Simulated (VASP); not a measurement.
# CuO (Cc) in VASP: notebook

Aim: see how the results for CuO move with the level of theory and the settings. Levels: PBE+U, BLYP, PBEsol+U, revPBE. Tasks: single point.

Everything below comes from runs of VASP 6.6.1. Logs are shortened: lines on timing, memory, paths and dates and some standing lists are left out, and cuts for length are marked.

## Step 1: The cell of the first run

Symmetry: Cc, No. 9, monoclinic system. The conventional cell has a = 4.689 Å, b = 3.427 Å, c = 5.132 Å, α = 90.00°, β = 99.65°, γ = 90.00°. Within 2.5 Å of Cu (site symmetry 1) lie 4 O at 1.91 to 2.02 Å. Within 2.5 Å of O (site symmetry 1) lie 4 Cu at 1.91 to 2.02 Å.

## Step 2: Single point, PBE+U

INCAR

```
  PREC = Accurate
  ENCUT = 520
  EDIFF = 1E-6
  ISMEAR = -1
  SIGMA = 0.05
  LREAL = False
  LASPH = True
  NELM = 150
  ALGO = Normal
  ISIF = 2
  LWAVE = False
  LCHARG = False
  LMAXMIX = 4
  LDAU = True
  LDAUTYPE = 2
  LDAUL = 2 -1
  LDAUU = 5.3 0
  LDAUJ = 0 0
  LDAUPRINT = 1
  GGA = PE
  NBANDS = 25
```

KPOINTS

```
Automatic mesh
0
Gamma
  10 10 5
```

POSCAR

```
CuO
1.0
    2.3446497600     -1.7133998200      0.0000000000
    2.3446497600      1.7133998200      0.0000000000
   -0.8605499100      0.0000000000      5.0594394800
Cu O
2 2
Direct
    0.0032000000      0.4968000000      0.0000000000
    0.4968000000      0.0032000000      0.5000000000
    0.5714000000      0.4056000000      0.2537000000
    0.4056000000      0.5714000000      0.7537000000
```

Potentials or basis: VASP PAW PBE potentials, release 64 (Cu, O).

Run with:

```console
> cat potpaw_PBE.64/Cu/POTCAR potpaw_PBE.64/O/POTCAR > POTCAR
> mpirun -np 1 vasp_std > vasp.out
```

OUTCAR:

```text
PREC = Accurate
   ENCUT = 520
   EDIFF = 1E-6
   ISMEAR = -1
   LREAL = False
   LASPH = True
   NELM = 150
   ISIF = 2
   GGA = PE

 ion  position               nearest neighbor table
   1  0.003  0.497  0.000-   4 1.91   3 1.93   4 1.98   3 2.02
   2  0.497  0.003  0.500-   3 1.91   4 1.93   3 1.98   4 2.02
   3  0.571  0.406  0.254-   2 1.91   1 1.93   2 1.98   1 2.02
   4  0.406  0.571  0.754-   1 1.91   2 1.93   1 1.98   2 2.02

  LATTYP: Found a base centered monoclinic cell.
 ALAT       =     4.6892995200
 B/A-ratio  =     0.7307700490
 C/A-ratio  =     1.0944283419
 COS(beta)  =    -0.1676798045

  Lattice vectors:

 A1 = (   2.3446497600,  -1.7133998200,   0.0000000000)
 A2 = (   2.3446497600,   1.7133998200,   0.0000000000)
 A3 = (  -0.8605499100,   0.0000000000,   5.0594394800)

Analysis of symmetry for initial positions (statically):
=====================================================================
 Subroutine PRICEL returns:
 Original cell was already a primitive cell.

 Routine SETGRP: Setting up the symmetry group for a
 base centered monoclinic supercell.

 Subroutine GETGRP returns: Found  2 space group operations
 (whereof  1 operations were pure point group operations)
 out of a pool of  4 trial point group operations.

The static configuration has the point symmetry C_1 .
 The point group associated with its full space group is C_1h.

Analysis of symmetry for dynamics (positions and initial velocities):
=====================================================================
 Subroutine PRICEL returns:
 Original cell was already a primitive cell.

 Routine SETGRP: Setting up the symmetry group for a
 base centered monoclinic supercell.

 Subroutine GETGRP returns: Found  2 space group operations
 (whereof  1 operations were pure point group operations)
 out of a pool of  4 trial point group operations.

The dynamic configuration has the point symmetry C_1 .
 The point group associated with its full space group is C_1h.

 Subroutine INISYM returns: Found  2 space group operations
 (whereof  1 operations are pure point group operations),
 and found     1 'primitive' translations

----------------------------------------------------------------------------------------

                                     Primitive cell

  volume of cell :      40.6508

  direct lattice vectors                    reciprocal lattice vectors
     2.344649760 -1.713399820  0.000000000     0.213251467 -0.291817470  0.036271514
     2.344649760  1.713399820  0.000000000     0.213251467  0.291817470  0.036271514
    -0.860549910  0.000000000  5.059439480     0.000000000  0.000000000  0.197650353

  length of vectors
     2.903983719  2.903983719  5.132102298     0.363248188  0.363248188  0.197650353

  position of ions in fractional coordinates (direct lattice)
     0.003200000  0.496800000  0.000000000
     0.496800000  0.003200000  0.500000000
     0.571400000  0.405600000  0.253700000
     0.405600000  0.571400000  0.753700000

  ion indices of the primitive-cell ions
   primitive index   ion index
                 1           1
                 2           2
                 3           3
                 4           4

----------------------------------------------------------------------------------------

 KPOINTS: Automatic mesh
[... 100 lines left out ...]
   IVDW    =     0    specifies the selected vdW correction
   LEPSILON=     F    determine dielectric tensor
   LRPA    =     F    only Hartree local field effects (RPA)
 non-spin polarized calculation
  energy-cutoff  :      520.00
  volume of cell :       40.65
 maximum number of plane-waves:      1129
 NGX is ok and might be reduce to    24
   NGX = 11   NGY = 11   NGZ = 19

atom =   1  type =  1  l = 2

 onsite density matrix

spin component  1

  0.9570 -0.0104  0.0095  0.0066 -0.0025
 -0.0104  0.9085  0.0009  0.0792 -0.0254
  0.0095  0.0009  0.9712 -0.0022 -0.0007
  0.0066  0.0792 -0.0022  0.8621  0.0329
 -0.0025 -0.0254 -0.0007  0.0329  0.9570

spin component  2

  0.9570 -0.0104  0.0095  0.0066 -0.0025
 -0.0104  0.9085  0.0009  0.0792 -0.0254
  0.0095  0.0009  0.9712 -0.0022 -0.0007
  0.0066  0.0792 -0.0022  0.8621  0.0329
 -0.0025 -0.0254 -0.0007  0.0329  0.9570

 occupancies and eigenvectors

  o =  0.7914  v =  0.0720  0.5819 -0.0150 -0.7724  0.2438  0.0000  0.0000  0.0000  0.0000  0.0000      0.0000  0.0000  0.0000  0.0000  0.0000  0.0000  0.0000  0.0000  0.0000  0.0000
  o =  0.7914  v =  0.0000  0.0000  0.0000  0.0000  0.0000  0.0720  0.5819 -0.0150 -0.7724  0.2438      0.0000  0.0000  0.0000  0.0000  0.0000  0.0000  0.0000  0.0000  0.0000  0.0000
  o =  0.9522  v =  0.8726  0.1448 -0.4261  0.1787 -0.0633  0.0000  0.0000  0.0000  0.0000  0.0000      0.0000  0.0000  0.0000  0.0000  0.0000  0.0000  0.0000  0.0000  0.0000  0.0000
  o =  0.9522  v =  0.0000  0.0000  0.0000  0.0000  0.0000  0.8726  0.1448 -0.4261  0.1787 -0.0633      0.0000  0.0000  0.0000  0.0000  0.0000  0.0000  0.0000  0.0000  0.0000  0.0000
  o =  0.9667  v = -0.0164 -0.3567 -0.2540 -0.5009 -0.7464  0.0000  0.0000  0.0000  0.0000  0.0000      0.0000  0.0000  0.0000  0.0000  0.0000  0.0000  0.0000  0.0000  0.0000  0.0000
  o =  0.9667  v =  0.0000  0.0000  0.0000  0.0000  0.0000 -0.0164 -0.3567 -0.2540 -0.5009 -0.7464      0.0000  0.0000  0.0000  0.0000  0.0000  0.0000  0.0000  0.0000  0.0000  0.0000
  o =  0.9687  v =  0.0000  0.0000  0.0000  0.0000  0.0000 -0.0997  0.6801  0.2459  0.3053 -0.6114      0.0000  0.0000  0.0000  0.0000  0.0000  0.0000  0.0000  0.0000  0.0000  0.0000
  o =  0.9687  v = -0.0997  0.6801  0.2459  0.3053 -0.6114  0.0000  0.0000  0.0000  0.0000  0.0000      0.0000  0.0000  0.0000  0.0000  0.0000  0.0000  0.0000  0.0000  0.0000  0.0000
  o =  0.9769  v =  0.0000  0.0000  0.0000  0.0000  0.0000 -0.4723  0.2251 -0.8326  0.1654  0.0751      0.0000  0.0000  0.0000  0.0000  0.0000  0.0000  0.0000  0.0000  0.0000  0.0000
  o =  0.9769  v = -0.4723  0.2251 -0.8326  0.1654  0.0751  0.0000  0.0000  0.0000  0.0000  0.0000      0.0000  0.0000  0.0000  0.0000  0.0000  0.0000  0.0000  0.0000  0.0000  0.0000

atom =   2  type =  1  l = 2

 onsite density matrix

spin component  1

  0.9570 -0.0104 -0.0095 -0.0066  0.0025
 -0.0104  0.9085 -0.0009 -0.0792  0.0254
 -0.0095 -0.0009  0.9712 -0.0022 -0.0007
 -0.0066 -0.0792 -0.0022  0.8621  0.0329
  0.0025  0.0254 -0.0007  0.0329  0.9570

spin component  2

  0.9570 -0.0104 -0.0095 -0.0066  0.0025
 -0.0104  0.9085 -0.0009 -0.0792  0.0254
 -0.0095 -0.0009  0.9712 -0.0022 -0.0007
 -0.0066 -0.0792 -0.0022  0.8621  0.0329
  0.0025  0.0254 -0.0007  0.0329  0.9570

 occupancies and eigenvectors

  o =  0.7914  v = -0.0720 -0.5819 -0.0150 -0.7724  0.2438  0.0000  0.0000  0.0000  0.0000  0.0000      0.0000  0.0000  0.0000  0.0000  0.0000  0.0000  0.0000  0.0000  0.0000  0.0000
  o =  0.7914  v =  0.0000  0.0000  0.0000  0.0000  0.0000 -0.0720 -0.5819 -0.0150 -0.7724  0.2438      0.0000  0.0000  0.0000  0.0000  0.0000  0.0000  0.0000  0.0000  0.0000  0.0000
  o =  0.9522  v =  0.8726  0.1448  0.4261 -0.1787  0.0633  0.0000  0.0000  0.0000  0.0000  0.0000      0.0000  0.0000  0.0000  0.0000  0.0000  0.0000  0.0000  0.0000  0.0000  0.0000
  o =  0.9522  v =  0.0000  0.0000  0.0000  0.0000  0.0000  0.8726  0.1448  0.4261 -0.1787  0.0633      0.0000  0.0000  0.0000  0.0000  0.0000  0.0000  0.0000  0.0000  0.0000  0.0000
  o =  0.9667  v =  0.0164  0.3567 -0.2540 -0.5009 -0.7464  0.0000  0.0000  0.0000  0.0000  0.0000      0.0000  0.0000  0.0000  0.0000  0.0000  0.0000  0.0000  0.0000  0.0000  0.0000
  o =  0.9667  v =  0.0000  0.0000  0.0000  0.0000  0.0000  0.0164  0.3567 -0.2540 -0.5009 -0.7464      0.0000  0.0000  0.0000  0.0000  0.0000  0.0000  0.0000  0.0000  0.0000  0.0000
  o =  0.9687  v =  0.0000  0.0000  0.0000  0.0000  0.0000  0.0997 -0.6801  0.2459  0.3053 -0.6114      0.0000  0.0000  0.0000  0.0000  0.0000  0.0000  0.0000  0.0000  0.0000  0.0000
  o =  0.9687  v =  0.0997 -0.6801  0.2459  0.3053 -0.6114  0.0000  0.0000  0.0000  0.0000  0.0000      0.0000  0.0000  0.0000  0.0000  0.0000  0.0000  0.0000  0.0000  0.0000  0.0000
  o =  0.9769  v =  0.0000  0.0000  0.0000  0.0000  0.0000 -0.4723  0.2251  0.8326 -0.1654 -0.0751      0.0000  0.0000  0.0000  0.0000  0.0000  0.0000  0.0000  0.0000  0.0000  0.0000
  o =  0.9769  v = -0.4723  0.2251  0.8326 -0.1654 -0.0751  0.0000  0.0000  0.0000  0.0000  0.0000      0.0000  0.0000  0.0000  0.0000  0.0000  0.0000  0.0000  0.0000  0.0000  0.0000

 number of electron      33.9999999 magnetization

 Free energy of the ion-electron system (eV)
  ---------------------------------------------------
  ext. energy  EPLUGINS =         0.00000000
  ---------------------------------------------------
  free energy    TOTEN  =       -16.02643561 eV

  energy without entropy =      -16.00897190  energy(sigma->0) =      -16.01770376

 E-fermi :   5.1445     XC(G=0): -11.8241

 val. band max:        5.1369559710   @ k =   0.2000   0.2000   0.4000
 cond. band min:       5.1455852484   @ k =   0.5000   0.1000   0.2000
 fundamental gap:      0.0086292774
 Fermi energy:         5.1444936377

 k-point     1 :       0.0000    0.0000    0.0000
  band No.  band energies     occupation
      1     -14.3960      2.00000
      2     -13.0785      2.00000
      3      -2.8475      2.00000
      4      -0.4902      2.00000
      5      -0.2329      2.00000
      6       0.8378      2.00000
[... 661 lines left out ...]
     24      18.9818      0.00000
     25      19.9333      0.00000

 [... further k-points ...]

------------------------ aborting loop because EDIFF is reached ----------------------------------------

  FORCE on cell =-STRESS in cart. coord.  units (eV):
  Direction    XX          YY          ZZ          XY          YZ          ZX
  --------------------------------------------------------------------------------------
  -------------------------------------------------------------------------------------
  Total        0.6615954      0.8131075      0.3684055      0.0000000      0.0000000     -0.2703025
  in kB       26.0755792     32.0471527     14.5200326      0.0000000      0.0000000    -10.6534806
  external PRESSURE =      24.2142548 kB  Pullay stress =       0.0000000 kB

 VOLUME and BASIS-vectors are now :
 -----------------------------------------------------------------------------
  energy-cutoff  :      520.00
  volume of cell :       40.65
      direct lattice vectors                 reciprocal lattice vectors
     2.344649760 -1.713399820  0.000000000     0.213251467 -0.291817470  0.036271514
     2.344649760  1.713399820  0.000000000     0.213251467  0.291817470  0.036271514
    -0.860549910  0.000000000  5.059439480     0.000000000  0.000000000  0.197650353

 POSITION                                       TOTAL-FORCE (eV/Angst)
 -----------------------------------------------------------------------------------
      1.17232      0.84573      0.00000        -0.583228      0.314909      0.231510
      0.74205     -0.84573      2.52972        -0.583228     -0.314909      0.231510
      2.07240     -0.28408      1.28358         0.583228      0.219404     -0.231510
      1.64213      0.28408      3.81330         0.583228     -0.219404     -0.231510
 -----------------------------------------------------------------------------------
    total drift:                               -0.000182      0.000000     -0.000721

  FREE ENERGIE OF THE ION-ELECTRON SYSTEM (eV)
  ---------------------------------------------------
  free  energy   TOTEN  =       -16.0264356078 eV

  energy  without entropy=      -16.0089719040  energy(sigma->0) =      -16.01770376
```

Run time: 98 s. Hardware: 1 thread of AMD EPYC 9R45 (Zen 5), shared host; peak memory 0.22 GiB.

What came out:

```yaml
Free_energy: -16.0264 eV
Pressure: 2.4 GPa
Largest_force: 0.702 eV/Å
Band_gap_on_the_k_mesh: zero (bands 17 and 18 overlap by 0.64 eV)
```

Forces on the atoms (eV/Å):
```
Cu  -0.583  0.315  0.232
Cu  -0.583 -0.315  0.232
O    0.583  0.219 -0.232
O    0.583 -0.219 -0.232
```

Stress tensor (GPa, compression positive):
```
 2.61  0.00 -1.07
 0.00  3.20  0.00
-1.07  0.00  1.45
```

Eigenvalues of the final occupation matrices:
```csv
site,spin,trace,eigenvalues
site 1 d,1,4.66,0.79 0.95 0.97 0.97 0.98
site 1 d,2,4.66,0.79 0.95 0.97 0.97 0.98
site 2 d,1,4.66,0.79 0.95 0.97 0.97 0.98
site 2 d,2,4.66,0.79 0.95 0.97 0.97 0.98
```

Caveat: U without spin polarisation on a metal has little footing.

## Step 3: Single point, BLYP

This run uses another cell than the first one, of 9.55 Å³/atom.

INCAR

```
SYSTEM = CuO
PREC = Accurate
ENCUT = 820
EDIFF = 1E-6
ISMEAR = -1
SIGMA = 0.05
LREAL = .False.
LASPH = .True.
NELM = 120
ALGO = Normal
ISIF = 2
LWAVE = .False.
LCHARG = .False.
GGA = B5
ALDAX = 1.0
AGGAX = 1.0
AGGAC = 1.0
ALDAC = 0.0
NBANDS = 33
GGA_COMPAT = .False.
```

KPOINTS

```
regular mesh
0
Gamma
  10 10 5
  0 0 0
```

POSCAR

```
CuO
1.0
    2.2967863347     -1.6784226623      0.0000000000
    2.2967863347      1.6784226623      0.0000000000
   -0.8429827377      0.0000000000      4.9561566325
Cu O
2 2
Direct
    0.0032000000      0.4968000000      0.0000000000
    0.4968000000      0.0032000000      0.5000000000
    0.5714000000      0.4056000000      0.2537000000
    0.4056000000      0.5714000000      0.7537000000
```

Potentials or basis: VASP PAW PBE potentials, release 64 (Cu_sv_GW, O).

Run with:

```console
> cat potpaw_PBE.64/Cu_sv_GW/POTCAR potpaw_PBE.64/O/POTCAR > POTCAR
> mpirun -np 1 vasp_std > vasp.out
```

Run time: 7.2 min. Hardware: 1 thread of Intel Xeon Platinum 8259CL at 2.50GHz (Skylake/Cascade Lake), shared host; peak memory 0.44 GiB.

It converged, with:

| Property | Result |
| --- | --- |
| Free energy | -17.7207 eV |
| Pressure | 26.3 GPa |
| Largest force | 1.019 eV/Å |
| Band gap on the k mesh | zero (bands 25 and 26 overlap by 0.59 eV) |

Forces on the atoms (eV/Å):
```
Cu  -0.827  0.492  0.333
Cu  -0.827 -0.492  0.333
O    0.827  0.028 -0.333
O    0.827 -0.028 -0.333
```

Stress tensor (GPa, compression positive):
```
26.72  0.00 -3.94
 0.00 23.60  0.00
-3.94  0.00 28.69
```

Levels at points of the mesh, in eV from the Fermi level:
```csv
k point,band 22,band 23,band 24,band 25,band 26,band 27,band 28,band 29
"(0.00, 0.00, 0.00)",-2.48,-2.39,-1.86,0.20,0.96,2.07,6.37,8.52
"(0.50, 0.00, 0.00)",-1.80,-1.68,-1.57,-0.03,0.28,4.97,6.70,7.25
"(0.50, 0.50, 0.00)",-2.36,-1.73,-1.39,-0.75,1.12,3.39,7.30,8.70
```

Caveat: the stress differs along the axes, from 24 to 29 GPa; the PAW data sets were made with another functional, which shifts forces and pressure a little; semilocal functionals often make such compounds metallic where correlation or magnetic order opens a gap, which also shifts bond lengths.

## Step 4: Single point, PBEsol+U

INCAR

```
ALGO = Normal ; EDIFF = 1E-7
ENCUT = 520 ; GGA = PS
ISIF = 2 ; ISMEAR = -1
LASPH = True ; LCHARG = False
LDAU = True ; LDAUJ = 0 0
LDAUL = 2 -1 ; LDAUPRINT = 1
LDAUTYPE = 2 ; LDAUU = 4.5 0
LMAXMIX = 4 ; LREAL = False
LWAVE = False ; NBANDS = 25
NELM = 150 ; PREC = Accurate
SIGMA = 0.05
```

KPOINTS

```
k-points
0
Gamma
  10 10 5
```

POSCAR

```
CuO
1.0
    2.3446497600     -1.7133998200      0.0000000000
    2.3446497600      1.7133998200      0.0000000000
   -0.8605499100      0.0000000000      5.0594394800
Cu O
2 2
Direct
    0.0032000000      0.4968000000      0.0000000000
    0.4968000000      0.0032000000      0.5000000000
    0.5714000000      0.4056000000      0.2537000000
    0.4056000000      0.5714000000      0.7537000000
```

Potentials or basis: VASP PAW PBE potentials, release 64 (Cu, O).

Run with:

```console
> cat potpaw_PBE.64/Cu/POTCAR potpaw_PBE.64/O/POTCAR > POTCAR
> mpirun -np 1 vasp_std > vasp.out
```

Wall time 3.8 min (1 thread of AMD EPYC 7R43 (Zen 3), shared host); peak memory 0.2 GiB.

The run converged. Its results:

| Property | Result |
| --- | --- |
| Free energy | -18.3047 eV |
| Pressure | -5.6 GPa |
| Largest force | 0.686 eV/Å |
| Band gap on the k mesh | zero (bands 17 and 18 overlap by 0.65 eV) |

Forces in eV/Å, atoms in the order of the input:
```
Cu  -0.560  0.293  0.219
Cu  -0.560 -0.293  0.219
O    0.560  0.331 -0.219
O    0.560 -0.331 -0.219
```

Stress tensor (GPa, compression positive):
```
-5.76  0.00 -0.49
 0.00 -3.49  0.00
-0.49  0.00 -7.51
```

Levels at points of the mesh, in eV from the Fermi level:
```csv
k point,band 15,band 16,band 17,band 18,band 19,band 20
"(0.00, 0.00, 0.00)",-2.33,-2.24,0.25,0.96,1.87,6.39
"(0.50, 0.00, 0.00)",-2.04,-1.72,0.03,0.36,5.28,6.70
"(0.50, 0.50, 0.00)",-1.96,-1.88,-0.92,1.13,3.78,7.39
```

Eigenvalues of the final occupation matrices:
| site | spin | trace | eigenvalues |
| --- | --- | --- | --- |
| site 1 d | 1 | 4.64 | 0.79 0.95 0.96 0.97 0.97 |
| site 1 d | 2 | 4.64 | 0.79 0.95 0.96 0.97 0.97 |
| site 2 d | 1 | 4.64 | 0.79 0.95 0.96 0.97 0.97 |
| site 2 d | 2 | 4.64 | 0.79 0.95 0.96 0.97 0.97 |

Caveat: the cell stands under tension; the PAW data sets were made with another functional, which shifts forces and pressure a little; U without spin polarisation on a metal has little footing.

(Continued in part 2 of 2.)

The gap in the log of VASP goes by the Fermi energy; the results here count the filled bands.